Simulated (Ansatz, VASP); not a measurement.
# ZnS: VASP beside Ansatz

```
CELL_PARAMETERS angstrom
0.00000 2.68500 2.68500
2.68500 0.00000 2.68500
2.68500 2.68500 0.00000
ATOMIC_POSITIONS crystal
Zn 0.00000 0.00000 0.00000
S 0.25000 0.25000 0.25000
```

Alike in both runs: task single point; functional PBE; k mesh 8 × 8 × 8; occupations gaussian, width 0.02 eV; no spin polarisation.

|  | VASP | Ansatz |
| --- | --- | --- |
| version | VASP 6.6.1 | Ansatz 0.2.0 |
| potentials or method | VASP PAW PBE potentials, release 64 (Zn, S), cutoff 500 eV | scalar-relativistic, plane waves, PAW |
| valence electrons in the cell | 18 | 18 |

VASP gave:

- gap on the k mesh at the Fermi level (eV): 2.20
- least direct gap on the mesh (eV): 2.20
- pressure (GPa): 3.3

**Question.** Estimate Ansatz's values.

**Answer.** gap on the k mesh at the Fermi level (eV): 2.19; least direct gap on the mesh (eV): 2.19; pressure (GPa): 3.1.
